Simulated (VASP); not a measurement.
Write the native input for VASP 6.6.1 that does the following.

```yaml
Task: single point
Functional: r2SCAN
Potentials_or_basis: VASP PAW PBE potentials, release 64 (Mg, S)
Cutoff: 520 eV
k_mesh: 8 × 8 × 8
Occupations: gaussian, width 0.01 eV
Spin: no spin polarisation
Dipole_correction: no
Further_INCAR_settings: ALGO = Normal; EDIFF = 1e-06; NBANDS = 11
```

MgS:

```
Mg S
1.0
    -0.09834    2.81746    2.81746
     2.81746   -0.09834    2.81746
     2.81746    2.81746   -0.09834
Mg S
1 1
Direct
  0.99683 0.99683 0.99683
  0.25317 0.25317 0.25317
```

This cell differs from its parent crystal: epitaxial 111 strain +3.0%.

The input as run:

POSCAR

```
MgS
1.0
   -0.0983390638      2.8174640826      2.8174640826
    2.8174640826     -0.0983390638      2.8174640826
    2.8174640826      2.8174640826     -0.0983390638
Mg S
1 1
Direct
   -0.0031660414     -0.0031660414     -0.0031660414
    0.2531660414      0.2531660414      0.2531660414
```

INCAR.step1

```
  PREC = Accurate
  ENCUT = 520
  ISMEAR = 0
  SIGMA = 0.01
  LREAL = F
  LASPH = T
  NELM = 100
  NBANDS = 11
  GGA = PE
  ALGO = Normal
  EDIFF = 1E-4
  LWAVE = T
  LCHARG = F
```

INCAR.step2

```
  PREC = Accurate
  ENCUT = 520
  EDIFF = 1E-6
  ISMEAR = 0
  SIGMA = 0.01
  LREAL = F
  LASPH = T
  NELM = 100
  ALGO = Normal
  ISIF = 2
  LWAVE = F
  LCHARG = F
  METAGGA = R2SCAN
  LMIXTAU = T
  NBANDS = 11
  ISTART = 1
```

KPOINTS

```
regular mesh
0
Gamma
  8 8 8
```

Potentials or basis: VASP PAW PBE potentials, release 64 (Mg, S).

Command:

```bash
$ cat potpaw_PBE.64/Mg/POTCAR potpaw_PBE.64/S/POTCAR > POTCAR
$ cp INCAR.step1 INCAR
$ mpirun -np 1 vasp_std > vasp.out
$ cp INCAR.step2 INCAR
$ mpirun -np 1 vasp_std > vasp.out
```

It gave:

| Quantity | Value |
| --- | --- |
| Pressure | -2.4 GPa |
| Largest force | 0.004 eV/Å |
| Band gap on the k mesh | 3.71 eV, direct |

Caveat: the cell differs from its parent crystal (epitaxial 111 strain +3.0%); the PAW data sets were made with another functional, which shifts forces and pressure a little.

Run time: 94 s on 1 thread of Intel(R) Xeon(R) Platinum 8488C (Sapphire Rapids) (shared host), peak memory 0.19 GiB.
